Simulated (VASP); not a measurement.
The system is SnSe.

```
CELL_PARAMETERS angstrom
11.34335 0.00000 0.00000
0.00000 4.16188 0.00000
0.00000 0.00000 4.43007
ATOMIC_POSITIONS crystal
Sn 0.87700 0.75000 0.90900
Sn 0.62300 0.25000 0.40900
Sn 0.37700 0.75000 0.59100
Sn 0.12300 0.25000 0.09100
Se 0.64300 0.75000 0.98400
Se 0.85700 0.25000 0.48400
Se 0.14300 0.75000 0.51600
Se 0.35700 0.25000 0.01600
```

Base run:

| Item | Value |
| --- | --- |
| Program | VASP 6.6.1 |
| Functional | PBE exchange alone |
| Potentials or basis | VASP PAW PBE potentials, release 64 (Sn_d, Se) |
| Cutoff | 520 eV |
| k mesh | 3 × 6 × 6 |
| Occupations | fermi-dirac, width 0.05 eV |
| Spin | no spin polarisation |

Its results: band gap on the k mesh 0.66 eV (least direct gap 0.83 eV); pressure 13.9 GPa; largest force 0.733 eV/Å.

Task: The run is repeated on the same cell with these changes: functional from PBE exchange alone to RPBE; dispersion from none to D3(BJ). What comes out?

Result: Band gap on the k mesh 0.57 eV (least direct gap 0.73 eV); pressure -8.9 GPa; largest force 0.521 eV/Å.

Several settings changed at once.

Caveats: semilocal functionals underestimate gaps, and a narrow one can read as zero; spin-orbit coupling is left out, which moves the levels of the heavy elements; the cell stands under pressure (at least some runs); the cell stands under tension (at least some runs); the dispersion term is far too large for a dense solid, which distorts pressure and volume (at least some runs); the PAW data sets were made with another functional, which shifts forces and pressure a little (at least some runs).

A k mesh can miss the band edges.
